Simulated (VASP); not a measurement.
**Al3BAs4: single point with PBE**

Al3BAs4:

```
B As Al
1.0
    -2.75844    2.75844    5.46924
     2.75844   -2.75844    5.46924
     2.75844    2.75844   -5.46924
B As Al
1 4 3
Direct
  0.00000 0.00000 0.00000
  0.33536 0.33536 0.44109
  0.10573 0.66464 0.00000
  0.89427 0.89427 0.55891
  0.66464 0.10573 0.00000
  0.75000 0.25000 0.50000
  0.50000 0.50000 0.00000
  0.25000 0.75000 0.50000
```

```json
{
 "Program": "VASP 6.6.1",
 "Task": "single point",
 "Functional": "PBE",
 "Potentials or basis": "VASP PAW PBE potentials, release 64 (B, As, Al)",
 "Cutoff": "520 eV",
 "k mesh": "6 × 6 × 6",
 "Occupations": "fermi-dirac, width 0.02 eV",
 "Spin": "no spin polarisation"
}
```

```json
{
 "Pressure": "0.2 GPa",
 "Largest force": "0.022 eV/Å",
 "Band gap on the k mesh": "1.07 eV"
}
```

Forces on the atoms (eV/Å):
```
B    0.000  0.000  0.000
As   0.013  0.013  0.011
As  -0.013  0.013 -0.011
As  -0.013 -0.013  0.011
As   0.013 -0.013 -0.011
Al   0.000  0.000  0.000
Al   0.000  0.000  0.000
Al   0.000  0.000  0.000
```

Levels at points of the mesh, in eV from the valence-band top:
| k point | band 14 | band 15 | band 16 | band 17 | band 18 | band 19 |
| --- | --- | --- | --- | --- | --- | --- |
| (0.00, 0.00, 0.00) | -0.10 | 0.00 | 0.00 | 1.07 | 1.46 | 2.37 |
| (0.50, 0.00, 0.00) | -1.89 | -1.25 | -1.03 | 2.83 | 3.17 | 3.44 |
| (0.50, 0.50, 0.00) | -0.92 | -0.79 | -0.66 | 1.33 | 2.24 | 2.65 |
| (0.50, 0.50, 0.50) | -1.70 | -1.26 | -1.26 | 1.40 | 1.40 | 1.83 |

Run time: 110 s on 1 thread of Intel(R) Xeon(R) 6975P-C (Granite Rapids) (shared host), peak memory 0.4 GiB.

A k mesh can miss the band edges.
